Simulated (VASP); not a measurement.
A run of VASP 6.6.1:

File INCAR:

```
PREC = Accurate ; ENCUT = 520
EDIFF = 1E-7 ; ISMEAR = 0
SIGMA = 0.1 ; LREAL = False
LASPH = True ; NELM = 60
ALGO = Fast ; ISIF = 2
LWAVE = False ; LCHARG = False
LDIPOL = True ; IDIPOL = 3
DIPOL = 0.5 0.5 0.347 ; GGA = PE
IBRION = 2 ; NSW = 36
EDIFFG = -0.025
```

KPOINTS

```
regular mesh
0
Gamma
  9 7 1
```

File POSCAR:

```
Ti4O
1.0
    2.9075446938      0.0000000000      0.0000000000
    0.0000000000      4.1118891392      0.0000000000
    0.0000000000      0.0000000000     19.6535692687
Ti O
4 1
Selective dynamics
Direct
    0.5000000000      0.5000000000      0.2035253722  F F F
    0.0000000000      0.0000000000      0.2774952616  F F F
    0.5000000000      0.5000000000      0.3439484703  F F F
    0.0000000000      0.0000000000      0.4148645550  F F F
    0.0000000000      0.2000000000      0.4972923307  F F T
```

Potentials or basis: VASP PAW PBE potentials, release 64 (Ti_sv, O).

The run is started by

```sh
$ cat potpaw_PBE.64/Ti_sv/POTCAR potpaw_PBE.64/O/POTCAR > POTCAR
$ mpirun -np 1 vasp_std > vasp.out
```

Hardware: 1 thread of Oxide Virtual Turin-like Processor (shared host).

Question: How long does it take, and how much memory?

Answer: Wall time 36 min on 1 thread of Oxide Virtual Turin-like Processor, with other jobs on the host, peak memory 0.38 GiB. Counts: scf iterations 121, k points 20, ion steps 3.
